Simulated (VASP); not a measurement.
# C (C2/m) in VASP: single point with PBE

Aim: the single point of C with PBE.

Everything below comes from runs of VASP 6.6.1. Logs are shortened: lines on timing, memory, paths and dates and some standing lists are left out, and cuts for length are marked.

## Step 1: The cell of the first run

Symmetry: C2/m, No. 12, monoclinic system. Conventional cell: a = 9.647 Å, b = 6.753 Å, c = 5.732 Å, α = 90.00°, β = 121.65°, γ = 90.00°. Within 2.0 Å of C (site symmetry m) lie 3 C at 1.48 Å. C (site symmetry m) has 3 C at 1.48 Å within 2.0 Å. C (site symmetry 1) has 3 C at 1.48 Å within 2.0 Å.

## Step 2: Single point, PBE

INCAR

```
SYSTEM = C
ALGO = Normal
EDIFF = 1E-6
ENCUT = 910
GGA = PE
GGA_COMPAT = .FALSE.
ISIF = 2
ISMEAR = 0
LASPH = .TRUE.
LCHARG = .TRUE.
LELF = .TRUE.
LREAL = .FALSE.
LVHAR = .TRUE.
LWAVE = .FALSE.
NBANDS = 26
NELM = 120
PREC = Accurate
SIGMA = 0.02
```

KPOINTS

```
k-points
0
G
  6 6 6
  0 0 0
```

POSCAR

```
C
1.0
    4.8223181843     -3.3766284494     -0.1078106185
    4.8223181843      3.3766284494     -0.1078106185
   -2.8979882220      0.0000000000      4.9449499527
C
8
Direct
    0.8742402789      0.8742402789      0.0210030884
    0.1257597211      0.1257597211      0.9789969116
    0.1288369392      0.1288369392      0.2396351923
    0.8711630608      0.8711630608      0.7603648077
    0.8467510760      0.1563893112      0.1303243503
    0.8436106888      0.1532489240      0.8696756497
    0.1532489240      0.8436106888      0.8696756497
    0.1563893112      0.8467510760      0.1303243503
```

Potentials or basis: VASP PAW PBE potentials, release 64 (C_h).

Run with:

```console
$ cat potpaw_PBE.64/C_h/POTCAR > POTCAR
$ mpirun -np 1 vasp_std > vasp.out
```

OUTCAR:

```text
SYSTEM = C
   EDIFF = 1E-6
   ENCUT = 910
   GGA = PE
   ISIF = 2
   ISMEAR = 0
   LASPH = .TRUE.
   LREAL = .FALSE.
   NELM = 120
   PREC = Accurate

 ion  position               nearest neighbor table
   1  0.874  0.874  0.021-   4 1.48   5 1.48   8 1.48
   2  0.126  0.126  0.979-   3 1.48   6 1.48   7 1.48
   3  0.129  0.129  0.240-   5 1.48   8 1.48   2 1.48
   4  0.871  0.871  0.760-   6 1.48   7 1.48   1 1.48
   5  0.847  0.156  0.130-   6 1.48   3 1.48   1 1.48
   6  0.844  0.153  0.870-   5 1.48   4 1.48   2 1.48
   7  0.153  0.844  0.870-   8 1.48   4 1.48   2 1.48
   8  0.156  0.847  0.130-   7 1.48   3 1.48   1 1.48

  LATTYP: Found a base centered monoclinic cell.
 ALAT       =     9.6470463459
 B/A-ratio  =     0.7000336327
 C/A-ratio  =     0.5941266657
 COS(beta)  =    -0.5247759712

  Lattice vectors:

 A1 = (   4.8223181843,  -3.3766284494,  -0.1078106185)
 A2 = (   4.8223181843,   3.3766284494,  -0.1078106185)
 A3 = (  -2.8979882220,   0.0000000000,   4.9449499527)

Analysis of symmetry for initial positions (statically):
=====================================================================
 Subroutine PRICEL returns:
 Original cell was already a primitive cell.

 Routine SETGRP: Setting up the symmetry group for a
 base centered monoclinic supercell.

 Subroutine GETGRP returns: Found  4 space group operations
 (whereof  4 operations were pure point group operations)
 out of a pool of  4 trial point group operations.

The static configuration has the point symmetry C_2h.

Analysis of symmetry for dynamics (positions and initial velocities):
=====================================================================
 Subroutine PRICEL returns:
 Original cell was already a primitive cell.

 Routine SETGRP: Setting up the symmetry group for a
 base centered monoclinic supercell.

 Subroutine GETGRP returns: Found  4 space group operations
 (whereof  4 operations were pure point group operations)
 out of a pool of  4 trial point group operations.

The dynamic configuration has the point symmetry C_2h.

 Subroutine INISYM returns: Found  4 space group operations
 (whereof  4 operations are pure point group operations),
 and found     1 'primitive' translations

----------------------------------------------------------------------------------------

                                     Primitive cell

  volume of cell :     158.9290

  direct lattice vectors                    reciprocal lattice vectors
     4.822318184 -3.376628449 -0.107810618     0.105061092 -0.148076701  0.061571059
     4.822318184  3.376628449 -0.107810618     0.105061092  0.148076701  0.061571059
    -2.897988222  0.000000000  4.944949953     0.004581119  0.000000000  0.204911281

  length of vectors
     5.887953421  5.887953421  5.731567479     0.191717338  0.191717338  0.204962483

  position of ions in fractional coordinates (direct lattice)
     0.874240279  0.874240279  0.021003088
     0.125759721  0.125759721  0.978996912
     0.128836939  0.128836939  0.239635192
     0.871163061  0.871163061  0.760364808
     0.846751076  0.156389311  0.130324350
     0.843610689  0.153248924  0.869675650
     0.153248924  0.843610689  0.869675650
     0.156389311  0.846751076  0.130324350

  ion indices of the primitive-cell ions
   primitive index   ion index
                 1           1
                 2           2
                 3           3
                 4           4
                 5           5
                 6           6
                 7           7
                 8           8

----------------------------------------------------------------------------------------

 KPOINTS: k-points

Automatic generation of k-mesh.
 Grid dimensions read from file:
 generate k-points for:    6    6    6

 Generating k-lattice:

  Cartesian coordinates                     Fractional coordinates (reciprocal lattice)
     0.017510182 -0.024679450  0.010261843     0.166666667  0.000000000  0.000000000
     0.017510182  0.024679450  0.010261843     0.000000000  0.166666667  0.000000000
     0.000763520  0.000000000  0.034151880     0.000000000  0.000000000  0.166666667

  Length of vectors
     0.031952890  0.031952890  0.034160414

  Shift w.r.t. Gamma in fractional coordinates (k-lattice)
     0.000000000  0.000000000  0.000000000

 Subroutine IBZKPT returns following result:
 ===========================================

 Found     68 irreducible k-points:

 Following reciprocal coordinates:
            Coordinates               Weight
  0.000000  0.000000  0.000000      1.000000
  0.166667  0.000000  0.000000      4.000000
  0.333333  0.000000  0.000000      4.000000
  0.500000  0.000000 -0.000000      2.000000
  0.166667  0.166667  0.000000      2.000000
  0.333333  0.166667 -0.000000      4.000000
[... 16 lines left out ...]
 -0.333333  0.166667  0.166667      4.000000
 -0.166667  0.166667  0.166667      4.000000
 [... further k-points ...]
   k-points           NKPTS =     68   k-points in BZ     NKDIM =     68   number of bands    NBANDS=     26
   number of dos      NEDOS =    301   number of ions     NIONS =      8
   total plane-waves  NPLWV = 201600
   dimension x,y,z NGX =    60 NGY =   60 NGZ =   56
   dimension x,y,z NGXF=   120 NGYF=  120 NGZF=  112
   ions per type =               8
   NGX,Y,Z   is equivalent  to a cutoff of  16.94, 16.94, 16.24 a.u.
   NGXF,Y,Z  is equivalent  to a cutoff of  33.88, 33.88, 32.49 a.u.
 SYSTEM =  C
   PREC   = accura    normal or accurate (medium, high low for compatibility)
   ISTART =      0    job   : 0-new  1-cont  2-samecut
   ICHARG =      2    charge: 1-file 2-atom 10-const
   ISPIN  =      1    spin polarized calculation?
   LNONCOLLINEAR =      F non collinear calculations
   LSORBIT =      F    spin-orbit coupling
   LASPH  =      T    aspherical Exc in radial PAW
   ENCUT  =  910.0 eV  66.88 Ry    8.18 a.u.  14.48 14.48 14.10*2*pi/ulx,y,z
   NELM   =    120;   NELMIN=  2; NELMDL= -5     # of ELM steps
   EDIFF  = 0.1E-05   stopping-criterion for ELM
   LREAL  =      F    real-space projection
[... 7 lines left out ...]
   TEBEG  =    0.0;   TEEND  =   0.0 temperature during run
   PSTRESS=    0.0 pullay stress
   NELECT =      32.0000    total number of electrons
   NUPDOWN=      -1.0000    fix difference up-down
   EMIN   =  10.00;   EMAX   =-10.00  energy-range for DOS
   EFERMI =   0.00;   METHOD = LEGACY
   ISMEAR =     0;   SIGMA  =   0.02  broadening in eV -4-tet -1-fermi 0-gaus
   EFERMI_NEDOS =   21; number of points for ismear=-14 and -15
   IALGO  =     38    algorithm
   IMIX   =      4    mixing-type and parameters
     AMIX     =   0.40;   BMIX     =  1.00
     AMIX_MAG =   1.60;   BMIX_MAG =  1.00
  volume/ion in A,a.u.               =      19.87       134.06
  Fermi-wavevector in a.u.,A,eV,Ry     =   0.959527  1.813243 12.526768  0.920692
  Thomas-Fermi vector in A             =   2.088731
   LORBIT       =      0    0 simple, 1 ext, 2 COOP (PROOUT), +10 PAW based schemes
   GGA     = PE    functional components
   LHFCALC =     F    Hartree Fock is set to
   AEXX    =    0.0000 exact exchange contribution
   IVDW    =     0    specifies the selected vdW correction
   LEPSILON=     F    determine dielectric tensor
   LRPA    =     F    only Hartree local field effects (RPA)
 non-spin polarized calculation
 Gauss-broadening in eV      SIGMA  =   0.02
  energy-cutoff  :      910.00
  volume of cell :      158.93
 maximum number of plane-waves:      9946
 NGX is ok and might be reduce to    60
   NGX = 29   NGY = 29   NGZ = 29

 number of electron      32.0000000 magnetization

 Free energy of the ion-electron system (eV)
  ---------------------------------------------------
  ext. energy  EPLUGINS =         0.00000000
  ---------------------------------------------------
  free energy    TOTEN  =       -55.41454276 eV

  energy without entropy =      -55.41454276  energy(sigma->0) =      -55.41454276

 E-fermi :  -2.3738     XC(G=0):  -6.4477

 val. band max:       -2.4831585795   @ k =   0.0000   0.0000   0.0000
 cond. band min:      -1.2484689987   @ k =  -0.1667  -0.1667   0.3333
 fundamental gap:      1.2346895808
 Fermi energy:        -2.3737549599

 k-point     1 :       0.0000    0.0000    0.0000
  band No.  band energies     occupation
      1     -23.3262      2.00000
      2     -15.8722      2.00000
      3     -15.8705      2.00000
      4     -15.8618      2.00000
      5      -9.0322      2.00000
      6      -9.0105      2.00000
[... 18 lines left out ...]
     25       6.9401      0.00000
     26       7.5700      0.00000

 k-point     2 :       0.1667    0.0000    0.0000
  band No.  band energies     occupation
      1     -23.3255      2.00000
      2     -15.8779      2.00000
      3     -15.8712      2.00000
      4     -15.8643      2.00000
      5      -9.0204      2.00000
      6      -9.0116      2.00000
[... 18 lines left out ...]
     25       6.8839      0.00000
     26       7.5618      0.00000

 k-point     3 :       0.3333    0.0000    0.0000
  band No.  band energies     occupation
      1     -23.3243      2.00000
      2     -15.8923      2.00000
      3     -15.8720      2.00000
      4     -15.8667      2.00000
      5      -9.0147      2.00000
      6      -8.9977      2.00000
[... 572 lines left out ...]
 k-point    23 :      -0.3333    0.1667    0.1667
  band No.  band energies     occupation
      1     -23.3232      2.00000
      2     -15.8886      2.00000
      3     -15.8819      2.00000
      4     -15.8749      2.00000
      5      -8.9992      2.00000
      6      -8.9827      2.00000
[... 18 lines left out ...]
     25       6.9202      0.00000
     26       7.6052      0.00000

 k-point    24 :      -0.1667    0.1667    0.1667
  band No.  band energies     occupation
      1     -23.3242      2.00000
      2     -15.8844      2.00000
      3     -15.8752      2.00000
      4     -15.8718      2.00000
      5      -9.0044      2.00000
      6      -8.9950      2.00000
[... 18 lines left out ...]
     25       6.7974      0.00000
     26       8.0489      0.00000

 [... further k-points ...]

------------------------ aborting loop because EDIFF is reached ----------------------------------------

  FORCE on cell =-STRESS in cart. coord.  units (eV):
  Direction    XX          YY          ZZ          XY          YZ          ZX
  --------------------------------------------------------------------------------------
  -------------------------------------------------------------------------------------
  Total       -0.0132163     -0.0029591     -0.0039062      0.0000000      0.0000000     -0.0175461
  in kB       -0.1332344     -0.0298305     -0.0393786      0.0000000      0.0000000     -0.1768833
  external PRESSURE =      -0.0674812 kB  Pullay stress =       0.0000000 kB

 VOLUME and BASIS-vectors are now :
 -----------------------------------------------------------------------------
  energy-cutoff  :      910.00
  volume of cell :      158.93
      direct lattice vectors                 reciprocal lattice vectors
     4.822318184 -3.376628449 -0.107810618     0.105061092 -0.148076701  0.061571059
     4.822318184  3.376628449 -0.107810618     0.105061092  0.148076701  0.061571059
    -2.897988222  0.000000000  4.944949953     0.004581119  0.000000000  0.204911281

 POSITION                                       TOTAL-FORCE (eV/Angst)
 -----------------------------------------------------------------------------------
      8.37086      0.00000     -0.08465        -0.031034      0.000000      0.004408
     -1.62421      0.00000      4.81397         0.031034      0.000000     -0.004408
      0.54813      0.00000      1.15720         0.011518      0.000000      0.029376
      6.19852      0.00000      3.57212        -0.011518      0.000000     -0.029376
      4.45978     -2.33110      0.53630        -0.009127      0.025792      0.016994
      2.28686     -2.33110      4.19303         0.009127      0.025792     -0.016994
      2.28686      2.33110      4.19303         0.009127     -0.025792     -0.016994
      4.45978      2.33110      0.53630        -0.009127     -0.025792      0.016994
 -----------------------------------------------------------------------------------
    total drift:                               -0.000000     -0.000000      0.000000

  FREE ENERGIE OF THE ION-ELECTRON SYSTEM (eV)
  ---------------------------------------------------
  free  energy   TOTEN  =       -55.4145427550 eV

  energy  without entropy=      -55.4145427550  energy(sigma->0) =      -55.41454276
```

Run time: 5.7 min. Hardware: 1 thread of Intel Xeon 6975P-C (Granite Rapids), shared host; peak memory 0.75 GiB.

Results:

- Free energy: -55.4145 eV
- Pressure: 0.0 GPa
- Largest force: 0.032 eV/Å

Forces in eV/Å, atoms in the order of the input:
```
C   -0.031  0.000  0.004
C    0.031  0.000 -0.004
C    0.012  0.000  0.029
C   -0.012  0.000 -0.029
C   -0.009  0.026  0.017
C    0.009  0.026 -0.017
C    0.009 -0.026 -0.017
C   -0.009 -0.026  0.017
```

Caveat: this functional lacks dispersion, which binds layers or chains, so the pressure and a relaxed spacing across them are unreliable.
